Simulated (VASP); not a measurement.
# AlNi (P4/mmm) in VASP: further runs

Runs on AlNi. Level: PBEsol. Tasks: single point.

Program: VASP 6.6.1. These are calculated values, not measurements. Logs are shortened: lines on timing, memory, paths and dates and some standing lists are left out, and cuts for length are marked.

### Step 1. The cell of the first run

Symmetry: P4/mmm, No. 123, tetragonal system. Conventional cell: a = 2.716 Å, b = 2.716 Å, c = 2.945 Å, α = 90.00°, β = 90.00°, γ = 90.00°. Al (site symmetry 4/mmm) has 8 Ni at 2.42 Å and 6 Al at 2.72 to 2.95 Å within 3.2 Å. Ni (site symmetry 4/mmm) has 8 Al at 2.42 Å and 6 Ni at 2.72 to 2.95 Å within 3.2 Å.

### Step 2. Single point, PBEsol

Input file INCAR:

```
PREC = Accurate
ENCUT = 520
EDIFF = 1E-6
ISMEAR = 0
SIGMA = 0.15
LREAL = False
LASPH = True
NELM = 80
ALGO = Fast
ISIF = 2
LWAVE = False
LCHARG = True
GGA = PS
LELF = True
LVHAR = True
NBANDS = 14
```

Input file KPOINTS:

```
Automatic mesh
0
Gamma
  16 16 16
```

Input file POSCAR:

```
AlNi
1.0
    1.9201739771     -1.9201229512      0.0000000000
    1.9201739771      1.9201229512      0.0000000000
    0.0000000000      0.0000000000      2.9454000000
Al Ni
1 1
Direct
    0.0000000000      0.0000000000      0.0000000000
    0.5000000000      0.5000000000      0.5000000000
```

Potentials or basis: VASP PAW PBE potentials, release 64 (Al, Ni).

Started as:

```bash
cat potpaw_PBE.64/Al/POTCAR potpaw_PBE.64/Ni/POTCAR > POTCAR
mpirun -np 1 vasp_std > vasp.out
```

OUTCAR:

```text
PREC = Accurate
   ENCUT = 520
   EDIFF = 1E-6
   ISMEAR = 0
   LREAL = False
   LASPH = True
   NELM = 80
   ISIF = 2
   GGA = PS

 ion  position               nearest neighbor table
   1  0.000  0.000  0.000-   2 2.42   2 2.42   2 2.42   2 2.42   2 2.42   2 2.42   2 2.42   2 2.42

   2  0.500  0.500  0.500-   1 2.42   1 2.42   1 2.42   1 2.42   1 2.42   1 2.42   1 2.42   1 2.42

  LATTYP: Found a base centered orthorhombic cell.
 ALAT       =     3.8402459024
 B/A-ratio  =     1.0000265743
 C/A-ratio  =     0.7669821347

  Lattice vectors:

 A1 = (  -1.9201739771,  -1.9201229512,   0.0000000000)
 A2 = (   1.9201739771,  -1.9201229512,   0.0000000000)
 A3 = (   0.0000000000,   0.0000000000,   2.9454000000)

Analysis of symmetry for initial positions (statically):
=====================================================================
 Subroutine PRICEL returns:
 Original cell was already a primitive cell.

 Routine SETGRP: Setting up the symmetry group for a
 base centered orthorhombic supercell.

 Subroutine GETGRP returns: Found  8 space group operations
 (whereof  8 operations were pure point group operations)
 out of a pool of  8 trial point group operations.

The static configuration has the point symmetry D_2h.

Analysis of symmetry for dynamics (positions and initial velocities):
=====================================================================
 Subroutine PRICEL returns:
 Original cell was already a primitive cell.

 Routine SETGRP: Setting up the symmetry group for a
 base centered orthorhombic supercell.

 Subroutine GETGRP returns: Found  8 space group operations
 (whereof  8 operations were pure point group operations)
 out of a pool of  8 trial point group operations.

The dynamic configuration has the point symmetry D_2h.

 Subroutine INISYM returns: Found  8 space group operations
 (whereof  8 operations are pure point group operations),
 and found     1 'primitive' translations

----------------------------------------------------------------------------------------

                                     Primitive cell

  volume of cell :      21.7192

  direct lattice vectors                    reciprocal lattice vectors
     1.920173977 -1.920122951  0.000000000     0.260393072 -0.260399991  0.000000000
     1.920173977  1.920122951  0.000000000     0.260393072  0.260399991  0.000000000
     0.000000000  0.000000000  2.945400000     0.000000000  0.000000000  0.339512460

  length of vectors
     2.715500000  2.715500000  2.945400000     0.368256307  0.368256307  0.339512460

  position of ions in fractional coordinates (direct lattice)
     0.000000000  0.000000000  0.000000000
     0.500000000  0.500000000  0.500000000

  ion indices of the primitive-cell ions
   primitive index   ion index
                 1           1
                 2           2

----------------------------------------------------------------------------------------

 KPOINTS: Automatic mesh

Automatic generation of k-mesh.
 Grid dimensions read from file:
 generate k-points for:   16   16   16

 Generating k-lattice:

  Cartesian coordinates                     Fractional coordinates (reciprocal lattice)
     0.016274567 -0.016274999  0.000000000     0.062500000  0.000000000  0.000000000
     0.016274567  0.016274999  0.000000000     0.000000000  0.062500000  0.000000000
     0.000000000  0.000000000  0.021219529     0.000000000  0.000000000  0.062500000

  Length of vectors
     0.023016019  0.023016019  0.021219529

  Shift w.r.t. Gamma in fractional coordinates (k-lattice)
     0.000000000  0.000000000  0.000000000

 Subroutine IBZKPT returns following result:
 ===========================================

 Found    657 irreducible k-points:

 Following reciprocal coordinates:
            Coordinates               Weight
  0.000000  0.000000  0.000000      1.000000
  0.062500  0.000000  0.000000      4.000000
  0.125000  0.000000  0.000000      4.000000
  0.187500  0.000000  0.000000      4.000000
  0.250000  0.000000  0.000000      4.000000
  0.312500  0.000000  0.000000      4.000000
[... 16 lines left out ...]
 -0.125000  0.062500  0.000000      4.000000
 -0.062500  0.062500  0.000000      2.000000
 [... further k-points ...]
   k-points           NKPTS =    657   k-points in BZ     NKDIM =    657   number of bands    NBANDS=     14
   number of dos      NEDOS =    301   number of ions     NIONS =      2
   total plane-waves  NPLWV =   9600
   dimension x,y,z NGX =    20 NGY =   20 NGZ =   24
   dimension x,y,z NGXF=    40 NGYF=   40 NGZF=   48
   ions per type =               1   1
   NGX,Y,Z   is equivalent  to a cutoff of  12.24, 12.24, 13.55 a.u.
   NGXF,Y,Z  is equivalent  to a cutoff of  24.49, 24.49, 27.09 a.u.
 SYSTEM =  unknown system
   PREC   = accura    normal or accurate (medium, high low for compatibility)
   ISTART =      0    job   : 0-new  1-cont  2-samecut
   ICHARG =      2    charge: 1-file 2-atom 10-const
   ISPIN  =      1    spin polarized calculation?
   LNONCOLLINEAR =      F non collinear calculations
   LSORBIT =      F    spin-orbit coupling
   LASPH  =      T    aspherical Exc in radial PAW
   ENCUT  =  520.0 eV  38.22 Ry    6.18 a.u.   5.05  5.05  5.48*2*pi/ulx,y,z
   NELM   =     80;   NELMIN=  2; NELMDL= -5     # of ELM steps
   EDIFF  = 0.1E-05   stopping-criterion for ELM
   LREAL  =      F    real-space projection
   EDIFFG = 0.1E-04   stopping-criterion for IOM
   NSW    =      0    number of steps for IOM
   IBRION =     -1    ionic relax: 0-MD 1-quasi-New 2-CG
   NFREE  =      0    steps in history (QN), initial steepest desc. (CG)
   ISIF   =      2    stress and relaxation
   ISYM   =      2    0-nonsym 1-usesym 2-fastsym
   POTIM  = 0.5000    time-step for ionic-motion
   TEBEG  =    0.0;   TEEND  =   0.0 temperature during run
   PSTRESS=    0.0 pullay stress
   NELECT =      13.0000    total number of electrons
   NUPDOWN=      -1.0000    fix difference up-down
   EMIN   =  10.00;   EMAX   =-10.00  energy-range for DOS
   EFERMI =   0.00;   METHOD = LEGACY
   ISMEAR =     0;   SIGMA  =   0.15  broadening in eV -4-tet -1-fermi 0-gaus
   EFERMI_NEDOS =   21; number of points for ismear=-14 and -15
   IALGO  =     68    algorithm
   IMIX   =      4    mixing-type and parameters
     AMIX     =   0.40;   BMIX     =  1.00
     AMIX_MAG =   1.60;   BMIX_MAG =  1.00
  volume/ion in A,a.u.               =      10.86        73.28
  Fermi-wavevector in a.u.,A,eV,Ry     =   1.379668  2.607195 25.898476  1.903484
  Thomas-Fermi vector in A             =   2.504616
   LORBIT       =      0    0 simple, 1 ext, 2 COOP (PROOUT), +10 PAW based schemes
   GGA     = PS    functional components
   LHFCALC =     F    Hartree Fock is set to
   AEXX    =    0.0000 exact exchange contribution
   IVDW    =     0    specifies the selected vdW correction
   LEPSILON=     F    determine dielectric tensor
   LRPA    =     F    only Hartree local field effects (RPA)
 non-spin polarized calculation
 RMM-DIIS sequential band-by-band and
 Gauss-broadening in eV      SIGMA  =   0.15
  energy-cutoff  :      520.00
  volume of cell :       21.72
 maximum number of plane-waves:       604
   NGX = 11   NGY = 11   NGZ = 11

 number of electron      13.0000006 magnetization

 Free energy of the ion-electron system (eV)
  ---------------------------------------------------
  ext. energy  EPLUGINS =         0.00000000
  ---------------------------------------------------
  free energy    TOTEN  =       -11.48419730 eV

  energy without entropy =      -11.47400330  energy(sigma->0) =      -11.47910030

 E-fermi :  11.2219     XC(G=0): -12.6419

 val. band max:       11.2134665818   @ k =   0.3750   0.1875   0.0000
 cond. band min:      11.2240623457   @ k =   0.3125   0.1875   0.3750
 fundamental gap:      0.0105957640
 Fermi energy:        11.2219360956

 k-point     1 :       0.0000    0.0000    0.0000
  band No.  band energies     occupation
      1      -0.6384      2.00000
      2       7.4222      2.00000
      3       7.5241      2.00000
      4       9.4017      2.00000
      5       9.4018      2.00000
      6       9.6415      2.00000
      7      15.1770      0.00000
      8      18.2086      0.00000
      9      18.2087      0.00000
     10      19.1051      0.00000
     11      20.0048      0.00000
     12      27.0061      0.00000
     13      32.7167      0.00000
     14      32.7169      0.00000

 k-point     2 :       0.0625    0.0000    0.0000
  band No.  band energies     occupation
      1      -0.5572      2.00000
      2       7.4426      2.00000
      3       7.5318      2.00000
      4       9.3485      2.00000
      5       9.4066      2.00000
      6       9.6063      2.00000
      7      15.2967      0.00000
      8      17.1253      0.00000
      9      18.3100      0.00000
     10      19.2024      0.00000
     11      20.8598      0.00000
     12      27.3300      0.00000
     13      31.6018      0.00000
     14      32.7250      0.00000

 k-point     3 :       0.1250    0.0000    0.0000
  band No.  band energies     occupation
      1      -0.3146      2.00000
      2       7.4857      2.00000
      3       7.5568      2.00000
      4       9.2048      2.00000
      5       9.4204      2.00000
      6       9.5085      2.00000
      7      15.5175      0.00000
      8      15.6405      0.00000
      9      18.6067      0.00000
     10      19.2400      0.00000
     11      22.0356      0.00000
     12      28.3072      0.00000
     13      29.8916      0.00000
     14      32.1904      0.00000

 k-point     4 :       0.1875    0.0000    0.0000
  band No.  band energies     occupation
      1       0.0860      2.00000
      2       7.4618      2.00000
      3       7.6354      2.00000
      4       9.0077      2.00000
      5       9.3686      2.00000
      6       9.4412      2.00000
      7      13.9675      0.00000
      8      16.1731      0.00000
      9      19.0797      0.00000
     10      19.2750      0.00000
     11      22.9783      0.00000
     12      28.1848      0.00000
     13      29.8460      0.00000
     14      30.5877      0.00000

 k-point     5 :       0.2500    0.0000    0.0000
  band No.  band energies     occupation
      1       0.6387      2.00000
      2       7.2864      2.00000
      3       7.7519      2.00000
      4       8.7968      2.00000
      5       9.2122      2.00000
      6       9.4658      2.00000
      7      12.6348      0.00000
      8      16.8561      0.00000
      9      19.3163      0.00000
     10      19.7049      0.00000
     11      23.7430      0.00000
[... 276 lines left out ...]
 k-point    22 :      -0.1875    0.0625    0.0000
  band No.  band energies     occupation
      1       0.1655      2.00000
      2       7.4861      2.00000
      3       7.6481      2.00000
      4       9.0120      2.00000
      5       9.3238      2.00000
      6       9.3957      2.00000
      7      14.0229      0.00000
      8      16.2860      0.00000
      9      17.9029      0.00000
     10      19.8815      0.00000
     11      23.6313      0.00000
     12      28.2370      0.00000
     13      29.3694      0.00000
     14      30.0882      0.00000

 k-point    23 :      -0.1250    0.0625    0.0000
  band No.  band energies     occupation
      1      -0.2341      2.00000
      2       7.5071      2.00000
      3       7.5677      2.00000
      4       9.2059      2.00000
      5       9.3749      2.00000
      6       9.4677      2.00000
      7      15.5531      0.00000
      8      15.7566      0.00000
      9      17.5557      0.00000
     10      19.7179      0.00000
     11      22.6479      0.00000
     12      28.5031      0.00000
     13      29.9314      0.00000
     14      31.1024      0.00000

 k-point    24 :      -0.0625    0.0625    0.0000
  band No.  band energies     occupation
      1      -0.4761      2.00000
      2       7.4630      2.00000
      3       7.5406      2.00000
      4       9.3367      2.00000
      5       9.3712      2.00000
      6       9.5695      2.00000
      7      15.4154      0.00000
      8      16.9625      0.00000
      9      17.4951      0.00000
     10      19.5336      0.00000
     11      21.5078      0.00000
     12      27.6189      0.00000
     13      31.4604      0.00000
     14      31.8574      0.00000

 [... further k-points ...]
[... 5 lines left out ...]
  --------------------------------------------------------------------------------------
  -------------------------------------------------------------------------------------
  Total        2.5056034      2.5066462      1.6458215     -0.0000000      0.0000000      0.0000000
  in kB      184.8327877    184.9097100    121.4085880     -0.0000000      0.0000000      0.0000000
  external PRESSURE =     163.7170285 kB  Pullay stress =       0.0000000 kB

 VOLUME and BASIS-vectors are now :
 -----------------------------------------------------------------------------
  energy-cutoff  :      520.00
  volume of cell :       21.72
      direct lattice vectors                 reciprocal lattice vectors
     1.920173977 -1.920122951  0.000000000     0.260393072 -0.260399991  0.000000000
     1.920173977  1.920122951  0.000000000     0.260393072  0.260399991  0.000000000
     0.000000000  0.000000000  2.945400000     0.000000000  0.000000000  0.339512460

 POSITION                                       TOTAL-FORCE (eV/Angst)
 -----------------------------------------------------------------------------------
      0.00000      0.00000      0.00000        -0.000000      0.000000      0.000000
      1.92017      0.00000      1.47270         0.000000     -0.000000      0.000000
 -----------------------------------------------------------------------------------
    total drift:                                0.000000      0.000000      0.000000

  FREE ENERGIE OF THE ION-ELECTRON SYSTEM (eV)
  ---------------------------------------------------
  free  energy   TOTEN  =       -11.4841972997 eV

  energy  without entropy=      -11.4740032979  energy(sigma->0) =      -11.47910030
```

Run time: 2.5 min. Hardware: 1 thread of Intel Xeon Platinum 8259CL at 2.50GHz (Skylake/Cascade Lake), shared host; peak memory 0.3 GiB.

Results:

* Free energy: -11.4842 eV
* Pressure: 16.4 GPa

Stress tensor (GPa, compression positive):
```
18.48  0.00  0.00
 0.00 18.49  0.00
 0.00  0.00 12.14
```

Caveat: the PAW data sets were made with another functional, which shifts forces and pressure a little. Spin polarisation is off, so any magnetic state and its effect on volume and gap are missing.

(Part 1 of 3 ends here.)
